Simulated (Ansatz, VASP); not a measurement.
# Mg3Te2O: VASP beside Ansatz

```
CELL_PARAMETERS angstrom
4.13902 0.00000 0.00000
0.00000 4.13902 0.00000
0.00000 0.00000 7.73288
ATOMIC_POSITIONS crystal
Mg 0.50000 0.00000 0.60943
Mg 0.00000 0.50000 0.60943
Mg 0.50000 0.50000 0.50164
Te 0.50000 0.00000 0.03738
Te 0.00000 0.50000 0.03738
O 0.00000 0.00000 0.42668
```

Alike in both runs: task relaxation of cell and atoms; functional PBE; k mesh 4 × 4 × 2; occupations gaussian, width 0.1 eV; no spin polarisation.

|  | VASP | Ansatz |
| --- | --- | --- |
| version | VASP 6.6.1 | Ansatz 0.2.0 |
| potentials or method | VASP PAW PBE potentials, release 64 (Mg, Te, O), cutoff 600 eV | scalar-relativistic, plane waves, PAW |
| valence electrons in the cell | 24 | 68 |

```tsv
	VASP	Ansatz	Ansatz less VASP
gap on the k mesh at the Fermi level, each at its own relaxed structure (eV)	none	none	-
relaxed volume (Å³/atom)	23.47	23.50	+0.027
relaxed cell length with the largest relative difference (Å)	7.136	7.196	+0.0596
```

A gap of «none» marks a metal or a gap that the smearing closes. VASP's potentials hold 24 valence electrons a cell and Ansatz's 68, so a difference there can come from the potentials and not from the codes.

The k mesh is coarse, so the values compare programs but aren't converged. Spin-orbit coupling is off throughout.
